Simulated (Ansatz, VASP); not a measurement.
LiF in VASP and in Ansatz

```xyz
2
Lattice="2.5595 0.0000 0.0000 0.0000 2.5595 0.0000 0.0000 0.0000 2.5595" Properties=species:S:1:pos:R:3 pbc="T T T"
Li   -0.0750    0.0000    0.0000
F     1.2798    1.2798    1.2798
```

Change from the starting cell: all Li atoms moved +0.075 Å, as atom 1 towards its neighbour atom 1 (Li) at 2.560 Å.

Alike in both runs: task single point; functional LDA; k mesh 10 × 10 × 10; occupations gaussian, width 0.05 eV; no spin polarisation.

|  | VASP | Ansatz |
| --- | --- | --- |
| version | VASP 6.6.1 | Ansatz 0.2.0 |
| potentials or method | VASP PAW LDA potentials, release 64 (Li_sv, F), cutoff 520 eV | scalar-relativistic, plane waves, PAW |
| valence electrons in the cell | 10 | 10 |

```csv
,VASP,Ansatz,Ansatz less VASP
gap on the k mesh at the Fermi level (eV),7.30,7.30,+0.004
least direct gap on the mesh (eV),7.98,7.98,+0.004
rms of the force components (eV/Å),0.026,0.026,+0.0004
```

LDA's correlation is that of Perdew and Zunger in VASP and of Perdew and Wang (1992) in Ansatz. Atom by atom the forces differ by 0.000 eV/Å (rms over components).

Noted on VASP's run: the cutoff is short for stress, so the pressure is rough.
